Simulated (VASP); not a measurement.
# TaC (Fm-3m) in VASP: a series of runs

The runs below take TaC through single point, with PBE.

All numbers are computed with VASP 6.6.1; they aren't measurements. Logs are shortened: lines on timing, memory, paths and dates and some standing lists are left out, and cuts for length are marked.

## 1. The cell of the first run

The structure is cubic, space group Fm-3m (No. 225). The conventional cell has a = 4.446 Å, b = 4.446 Å, c = 4.446 Å, α = 90.00°, β = 90.00°, γ = 90.00°. Ta (site symmetry m-3m) has 6 C at 2.22 Å within 2.9 Å. C (site symmetry m-3m) has 6 Ta at 2.22 Å within 2.9 Å.

## 2. Single point, PBE

File INCAR:

```
PREC     = Accurate       # precision mode
ENCUT    = 600            # plane-wave cutoff, eV
EDIFF    = 1E-6           # SCF threshold, eV
ISMEAR   = 1              # smearing method
SIGMA    = 0.1            # smearing width, eV
LREAL    = False          # projectors in reciprocal space
LASPH    = True           # aspherical terms in the spheres
NELM     = 120            # most SCF steps
ALGO     = Normal         # electronic algorithm
ISIF     = 2              # what is computed and relaxed
LWAVE    = False          # write WAVECAR
LCHARG   = True           # write CHGCAR
GGA      = PE             # functional
LELF     = True           # ELF
LVHAR    = True         
NBANDS   = 14             # bands
GGA_COMPAT= False
```

File KPOINTS:

```
Automatic mesh
0
Gamma
  11 11 11
```

File POSCAR:

```
TaC
1.0
    0.0000000000      2.2230000000      2.2230000000
    2.2230000000      0.0000000000      2.2230000000
    2.2230000000      2.2230000000      0.0000000000
Ta C
1 1
Direct
    0.0000000000      0.0000000000      0.0000000000
    0.5000000000      0.5000000000      0.5000000000
```

Potentials or basis: VASP PAW PBE potentials, release 64 (Ta_pv, C).

On the command line:

```
$ cat potpaw_PBE.64/Ta_pv/POTCAR potpaw_PBE.64/C/POTCAR > POTCAR
$ mpirun -np 1 vasp_std > vasp.out
```

OUTCAR:

```text
PREC = Accurate
   ENCUT = 600
   EDIFF = 1E-6
   ISMEAR = 1
   LREAL = False
   LASPH = True
   NELM = 120
   ISIF = 2
   GGA = PE

 ion  position               nearest neighbor table
   1  0.000  0.000  0.000-   2 2.22   2 2.22   2 2.22   2 2.22   2 2.22   2 2.22
   2  0.500  0.500  0.500-   1 2.22   1 2.22   1 2.22   1 2.22   1 2.22   1 2.22

  LATTYP: Found a face centered cubic cell.
 ALAT       =     4.4460000000

  Lattice vectors:

 A1 = (   0.0000000000,   2.2230000000,   2.2230000000)
 A2 = (   2.2230000000,   0.0000000000,   2.2230000000)
 A3 = (   2.2230000000,   2.2230000000,   0.0000000000)

Analysis of symmetry for initial positions (statically):
=====================================================================
 Subroutine PRICEL returns:
 Original cell was already a primitive cell.

 Routine SETGRP: Setting up the symmetry group for a
 face centered cubic supercell.

 Subroutine GETGRP returns: Found 48 space group operations
 (whereof 48 operations were pure point group operations)
 out of a pool of 48 trial point group operations.

The static configuration has the point symmetry O_h .

Analysis of symmetry for dynamics (positions and initial velocities):
=====================================================================
 Subroutine PRICEL returns:
 Original cell was already a primitive cell.

 Routine SETGRP: Setting up the symmetry group for a
 face centered cubic supercell.

 Subroutine GETGRP returns: Found 48 space group operations
 (whereof 48 operations were pure point group operations)
 out of a pool of 48 trial point group operations.

The dynamic configuration has the point symmetry O_h .

 Subroutine INISYM returns: Found 48 space group operations
 (whereof 48 operations are pure point group operations),
 and found     1 'primitive' translations

----------------------------------------------------------------------------------------

                                     Primitive cell

  volume of cell :      21.9709

  direct lattice vectors                    reciprocal lattice vectors
     0.000000000  2.223000000  2.223000000    -0.224921278  0.224921278  0.224921278
     2.223000000  0.000000000  2.223000000     0.224921278 -0.224921278  0.224921278
     2.223000000  2.223000000  0.000000000     0.224921278  0.224921278 -0.224921278

  length of vectors
     3.143796749  3.143796749  3.143796749     0.389575080  0.389575080  0.389575080

  position of ions in fractional coordinates (direct lattice)
     0.000000000  0.000000000  0.000000000
     0.500000000  0.500000000  0.500000000

  ion indices of the primitive-cell ions
   primitive index   ion index
                 1           1
                 2           2

----------------------------------------------------------------------------------------

 KPOINTS: Automatic mesh

Automatic generation of k-mesh.
 Grid dimensions read from file:
 generate k-points for:   11   11   11

 Generating k-lattice:

  Cartesian coordinates                     Fractional coordinates (reciprocal lattice)
    -0.020447389  0.020447389  0.020447389     0.090909091  0.000000000  0.000000000
     0.020447389 -0.020447389  0.020447389     0.000000000  0.090909091  0.000000000
     0.020447389  0.020447389 -0.020447389     0.000000000  0.000000000  0.090909091

  Length of vectors
     0.035415916  0.035415916  0.035415916

  Shift w.r.t. Gamma in fractional coordinates (k-lattice)
     0.000000000  0.000000000  0.000000000

 Subroutine IBZKPT returns following result:
 ===========================================

 Found     56 irreducible k-points:

 Following reciprocal coordinates:
            Coordinates               Weight
  0.000000  0.000000  0.000000      1.000000
  0.090909  0.000000  0.000000      8.000000
  0.181818  0.000000  0.000000      8.000000
  0.272727  0.000000  0.000000      8.000000
  0.363636  0.000000  0.000000      8.000000
  0.454545  0.000000  0.000000      8.000000
[... 16 lines left out ...]
 -0.272727  0.181818  0.000000     24.000000
 -0.181818  0.181818  0.000000     12.000000
 [... further k-points ...]
   k-points           NKPTS =     56   k-points in BZ     NKDIM =     56   number of bands    NBANDS=     14
   number of dos      NEDOS =    301   number of ions     NIONS =      2
   total plane-waves  NPLWV =  21952
   dimension x,y,z NGX =    28 NGY =   28 NGZ =   28
   dimension x,y,z NGXF=    56 NGYF=   56 NGZF=   56
   ions per type =               1   1
   NGX,Y,Z   is equivalent  to a cutoff of  14.81, 14.81, 14.81 a.u.
   NGXF,Y,Z  is equivalent  to a cutoff of  29.61, 29.61, 29.61 a.u.
 SYSTEM =  unknown system
   PREC   = accura    normal or accurate (medium, high low for compatibility)
   ISTART =      0    job   : 0-new  1-cont  2-samecut
   ICHARG =      2    charge: 1-file 2-atom 10-const
   ISPIN  =      1    spin polarized calculation?
   LNONCOLLINEAR =      F non collinear calculations
   LSORBIT =      F    spin-orbit coupling
   LASPH  =      T    aspherical Exc in radial PAW
   ENCUT  =  600.0 eV  44.10 Ry    6.64 a.u.   6.28  6.28  6.28*2*pi/ulx,y,z
   NELM   =    120;   NELMIN=  2; NELMDL= -5     # of ELM steps
   EDIFF  = 0.1E-05   stopping-criterion for ELM
   LREAL  =      F    real-space projection
   EDIFFG = 0.1E-04   stopping-criterion for IOM
   NSW    =      0    number of steps for IOM
   IBRION =     -1    ionic relax: 0-MD 1-quasi-New 2-CG
   NFREE  =      0    steps in history (QN), initial steepest desc. (CG)
   ISIF   =      2    stress and relaxation
   ISYM   =      2    0-nonsym 1-usesym 2-fastsym
   POTIM  = 0.5000    time-step for ionic-motion
   TEBEG  =    0.0;   TEEND  =   0.0 temperature during run
   PSTRESS=    0.0 pullay stress
   NELECT =      15.0000    total number of electrons
   NUPDOWN=      -1.0000    fix difference up-down
   EMIN   =  10.00;   EMAX   =-10.00  energy-range for DOS
   EFERMI =   0.00;   METHOD = LEGACY
   ISMEAR =     1;   SIGMA  =   0.10  broadening in eV -4-tet -1-fermi 0-gaus
   EFERMI_NEDOS =   21; number of points for ismear=-14 and -15
   IALGO  =     38    algorithm
   IMIX   =      4    mixing-type and parameters
     AMIX     =   0.40;   BMIX     =  1.00
     AMIX_MAG =   1.60;   BMIX_MAG =  1.00
  volume/ion in A,a.u.               =      10.99        74.13
  Fermi-wavevector in a.u.,A,eV,Ry     =   1.441526  2.724089 28.272865  2.077997
  Thomas-Fermi vector in A             =   2.560148
   LORBIT       =      0    0 simple, 1 ext, 2 COOP (PROOUT), +10 PAW based schemes
   GGA     = PE    functional components
   LHFCALC =     F    Hartree Fock is set to
   AEXX    =    0.0000 exact exchange contribution
   IVDW    =     0    specifies the selected vdW correction
   LEPSILON=     F    determine dielectric tensor
   LRPA    =     F    only Hartree local field effects (RPA)
 non-spin polarized calculation
 Methfessel and Paxton  Order N= 1 SIGMA  =   0.10
  energy-cutoff  :      600.00
  volume of cell :       21.97
 maximum number of plane-waves:       751
 NGX is ok and might be reduce to    28
   NGX = 13   NGY = 13   NGZ = 13

 number of electron      14.9999999 magnetization

 Free energy of the ion-electron system (eV)
  ---------------------------------------------------
  ext. energy  EPLUGINS =         0.00000000
  ---------------------------------------------------
  free energy    TOTEN  =       -22.19064142 eV

  energy without entropy =      -22.19053066  energy(sigma->0) =      -22.19060450

 E-fermi :   8.5888     XC(G=0): -13.2356

 val. band max:        8.5464450640   @ k =   0.0909   0.0000   0.0000
 cond. band min:       8.6090113803   @ k =  -0.3636   0.3636   0.0909
 fundamental gap:      0.0625663163
 Fermi energy:         8.5887539716

 k-point     1 :       0.0000    0.0000    0.0000
  band No.  band energies     occupation
      1     -26.5859      2.00000
      2     -26.5859      2.00000
      3     -26.5859      2.00000
      4      -6.4077      2.00000
      5       7.1168      2.00000
      6       7.1168      2.00000
      7       7.1168      2.00000
      8       7.9681      2.00000
      9       7.9681      2.00000
     10       7.9681      2.00000
     11       9.1231     -0.00000
     12       9.1231     -0.00000
     13      15.1042      0.00000
     14      18.5166      0.00000

 k-point     2 :       0.0909    0.0000    0.0000
  band No.  band energies     occupation
      1     -26.6476      2.00000
      2     -26.5921      2.00000
      3     -26.5921      2.00000
      4      -6.1731      2.00000
      5       6.0577      2.00000
      6       6.4821      2.00000
      7       6.4821      2.00000
      8       7.6336      2.00000
      9       7.6336      2.00000
     10       8.5464      1.64997
     11      10.5591     -0.00000
     12      10.5591     -0.00000
     13      15.5461      0.00000
     14      19.1043      0.00000

 k-point     3 :       0.1818    0.0000    0.0000
  band No.  band energies     occupation
      1     -26.8095      2.00000
      2     -26.6086      2.00000
      3     -26.6086      2.00000
      4      -5.5078      2.00000
      5       4.4392      2.00000
      6       5.1645      2.00000
      7       5.1645      2.00000
      8       8.2058      2.00000
      9       8.2058      2.00000
     10       9.0811     -0.00000
     11      12.6531      0.00000
     12      12.6531      0.00000
     13      16.5255      0.00000
     14      20.5429      0.00000
[... 324 lines left out ...]
 k-point    23 :      -0.2727    0.1818    0.0000
  band No.  band energies     occupation
      1     -27.1097      2.00000
      2     -26.8079      2.00000
      3     -26.6471      2.00000
      4      -3.3959      2.00000
      5       1.4512      2.00000
      6       3.4067      2.00000
      7       3.7150      2.00000
      8       9.3189     -0.00000
      9      10.7165      0.00000
     10      11.6535      0.00000
     11      13.4664      0.00000
     12      17.0767      0.00000
     13      18.1143      0.00000
     14      21.4557      0.00000

 k-point    24 :      -0.1818    0.1818    0.0000
  band No.  band energies     occupation
      1     -26.9913      2.00000
      2     -26.7489      2.00000
      3     -26.6190      2.00000
      4      -4.2827      2.00000
      5       2.5288      2.00000
      6       3.8042      2.00000
      7       4.1782      2.00000
      8       8.4895      2.04872
      9      10.5411     -0.00000
     10      10.6832      0.00000
     11      12.2443      0.00000
     12      16.6103      0.00000
     13      17.5163      0.00000
     14      21.4676      0.00000

 [... further k-points ...]
[... 5 lines left out ...]
  --------------------------------------------------------------------------------------
  -------------------------------------------------------------------------------------
  Total        1.0071142      1.0071142      1.0071142     -0.0000000      0.0000000      0.0000000
  in kB       73.4413926     73.4413926     73.4413926     -0.0000000      0.0000000      0.0000000
  external PRESSURE =      73.4413926 kB  Pullay stress =       0.0000000 kB

 VOLUME and BASIS-vectors are now :
 -----------------------------------------------------------------------------
  energy-cutoff  :      600.00
  volume of cell :       21.97
      direct lattice vectors                 reciprocal lattice vectors
     0.000000000  2.223000000  2.223000000    -0.224921278  0.224921278  0.224921278
     2.223000000  0.000000000  2.223000000     0.224921278 -0.224921278  0.224921278
     2.223000000  2.223000000  0.000000000     0.224921278  0.224921278 -0.224921278

 POSITION                                       TOTAL-FORCE (eV/Angst)
 -----------------------------------------------------------------------------------
      0.00000      0.00000      0.00000        -0.000000     -0.000000      0.000000
      2.22300      2.22300      2.22300         0.000000      0.000000     -0.000000
 -----------------------------------------------------------------------------------
    total drift:                                0.000000      0.000000      0.000000

  FREE ENERGIE OF THE ION-ELECTRON SYSTEM (eV)
  ---------------------------------------------------
  free  energy   TOTEN  =       -22.1906414211 eV

  energy  without entropy=      -22.1905306641  energy(sigma->0) =      -22.19060450
```

It took 35 s on 1 thread of AMD EPYC 7R43 (Zen 3), shared host; peak memory 0.14 GiB.

What came out:

```yaml
Free_energy: -22.1906 eV
Pressure: 7.3 GPa
Band_gap_on_the_k_mesh: zero (an odd number of electrons rules out a gap without spin polarisation)
```

Caveat: the cell stands under pressure; spin-orbit coupling is left out, which moves the levels of the heavy elements.

## 3. Single point, PBE

This run uses another cell than the first one, of 11.26 Å³/atom.

File INCAR:

```
ALGO = Normal
EDIFF = 1E-6
ENCUT = 600
GGA = PE
GGA_COMPAT = False
ISIF = 2
ISMEAR = 1
LASPH = True
LCHARG = False
LREAL = False
LWAVE = False
NBANDS = 14
NELM = 120
PREC = Accurate
SIGMA = 0.1
```

File KPOINTS:

```
k-points
0
Gamma
  11 11 11
```

File POSCAR:

```
TaC
1.0
    0.0000000000      2.2413727340      2.2413727340
    2.2413727340      0.0000000000      2.2413727340
    2.2413727340      2.2413727340      0.0000000000
Ta C
1 1
Direct
    0.0000000000      0.0000000000      0.0000000000
    0.5000000000      0.5000000000      0.5000000000
```

Potentials or basis: VASP PAW PBE potentials, release 64 (Ta_pv, C).

On the command line:

```
$ cat potpaw_PBE.64/Ta_pv/POTCAR potpaw_PBE.64/C/POTCAR > POTCAR
$ mpirun -np 1 vasp_std > vasp.out
```

OUTCAR:

```text
EDIFF = 1E-6
   ENCUT = 600
   GGA = PE
   ISIF = 2
   ISMEAR = 1
   LASPH = True
   LREAL = False
   NELM = 120
   PREC = Accurate

 ion  position               nearest neighbor table
   1  0.000  0.000  0.000-   2 2.24   2 2.24   2 2.24   2 2.24   2 2.24   2 2.24
   2  0.500  0.500  0.500-   1 2.24   1 2.24   1 2.24   1 2.24   1 2.24   1 2.24

  LATTYP: Found a face centered cubic cell.
 ALAT       =     4.4827454680

  Lattice vectors:

 A1 = (   0.0000000000,   2.2413727340,   2.2413727340)
 A2 = (   2.2413727340,   0.0000000000,   2.2413727340)
 A3 = (   2.2413727340,   2.2413727340,   0.0000000000)

Analysis of symmetry for initial positions (statically):
=====================================================================
 Subroutine PRICEL returns:
 Original cell was already a primitive cell.

 Routine SETGRP: Setting up the symmetry group for a
 face centered cubic supercell.

 Subroutine GETGRP returns: Found 48 space group operations
 (whereof 48 operations were pure point group operations)
 out of a pool of 48 trial point group operations.

The static configuration has the point symmetry O_h .

[... 167 lines left out ...]

 k-point     1 :       0.0000    0.0000    0.0000
  band No.  band energies     occupation
      1     -26.9103      2.00000
      2     -26.9103      2.00000
      3     -26.9103      2.00000
      4      -6.4834      2.00000
      5       6.9112      2.00000
      6       6.9112      2.00000
      7       6.9112      2.00000
      8       7.7337      2.00000
      9       7.7337      2.00000
     10       7.7337      2.00000
     11       8.8446     -0.00000
     12       8.8446     -0.00000
     13      14.5624      0.00000
     14      18.2396      0.00000
[... 377 lines left out ...]
      1     -27.2785      2.00000
      2     -27.0587      2.00000
      3     -26.9410      2.00000
      4      -4.4290      2.00000
      5       2.3910      2.00000
      6       3.6684      2.00000
      7       4.0219      2.00000
      8       8.2421      2.02545
      9      10.2494     -0.00000
     10      10.3510      0.00000
     11      11.8418      0.00000
     12      16.1257      0.00000
     13      17.0413      0.00000
     14      21.1299      0.00000

 [... further k-points ...]
[... 5 lines left out ...]
  --------------------------------------------------------------------------------------
  -------------------------------------------------------------------------------------
  Total       -0.1404152     -0.1404152     -0.1404152      0.0000000     -0.0000000     -0.0000000
  in kB       -9.9897036     -9.9897036     -9.9897036      0.0000000     -0.0000000     -0.0000000
  external PRESSURE =      -9.9897036 kB  Pullay stress =       0.0000000 kB

 VOLUME and BASIS-vectors are now :
 -----------------------------------------------------------------------------
  energy-cutoff  :      600.00
  volume of cell :       22.52
      direct lattice vectors                 reciprocal lattice vectors
     0.000000000  2.241372734  2.241372734    -0.223077578  0.223077578  0.223077578
     2.241372734  0.000000000  2.241372734     0.223077578 -0.223077578  0.223077578
     2.241372734  2.241372734  0.000000000     0.223077578  0.223077578 -0.223077578

 POSITION                                       TOTAL-FORCE (eV/Angst)
 -----------------------------------------------------------------------------------
      0.00000      0.00000      0.00000        -0.000000     -0.000000     -0.000000
      2.24137      2.24137      2.24137         0.000000      0.000000      0.000000
 -----------------------------------------------------------------------------------
    total drift:                                0.000000      0.000000      0.000000

  FREE ENERGIE OF THE ION-ELECTRON SYSTEM (eV)
  ---------------------------------------------------
  free  energy   TOTEN  =       -22.2017816217 eV

  energy  without entropy=      -22.2016818917  energy(sigma->0) =      -22.20174838
```

stdout:

```text
POSCAR found type information on POSCAR TaC
 POSCAR found :  2 types and       2 ions
 scaLAPACK will be used
 LDA part: xc-table for (Slater+PW92), standard interpolation
 POSCAR, INCAR and KPOINTS ok, starting setup
 FFT: planning ... GRIDC
 FFT: planning ... GRID_SOFT
 FFT: planning ... GRID
 WAVECAR not read
 entering main loop
```

Run time: 32 s. Hardware: 1 thread of AMD EPYC 7R43 (Zen 3), shared host; peak memory 0.14 GiB.

Results:

```yaml
Free_energy: -22.2018 eV
Pressure: -1.0 GPa
Band_gap_on_the_k_mesh: zero (an odd number of electrons rules out a gap without spin polarisation)
```

Caveat: spin-orbit coupling is left out, which moves the levels of the heavy elements.

(Continued in part 2 of 2.)
